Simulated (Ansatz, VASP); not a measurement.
## Hg in VASP and in Ansatz

```xyz
1
Lattice="0.0448 2.3919 2.3919 2.4368 0.0000 2.4368 2.3919 2.3919 0.0448" Properties=species:S:1:pos:R:3 pbc="T T T"
Hg    0.0000    0.0000    0.0000
```

Change from the starting cell: strain +0.0375 x Voigt [0, 0, 0, 0, 1, 0], atoms carried along.

Alike in both runs: task single point; functional PBE; dispersion D3(BJ); k mesh 18 × 18 × 18; occupations gaussian, width 0.15 eV; no spin polarisation.

|  | VASP | Ansatz |
| --- | --- | --- |
| version | VASP 6.6.1 | Ansatz 0.2.0 |
| potentials or method | VASP PAW PBE potentials, release 64 (Hg), cutoff 520 eV | scalar-relativistic, plane waves, PAW |
| valence electrons in the cell | 12 | 20 |

Ansatz gave:

* gap on the k mesh at the Fermi level (eV): none
* pressure (GPa): -1.2
* traceless stress, the component that is largest in VASP (GPa): -0.19

Task: What did VASP give for the same quantities?

Result: gap on the k mesh at the Fermi level (eV): none; pressure (GPa): -1.1; traceless stress, the component that is largest in VASP (GPa): -0.20.

A gap of «none» marks a metal or a gap that the smearing closes. VASP's potentials hold 12 valence electrons a cell and Ansatz's 20, so a difference there can come from the potentials and not from the codes.

Spin-orbit coupling is off throughout.
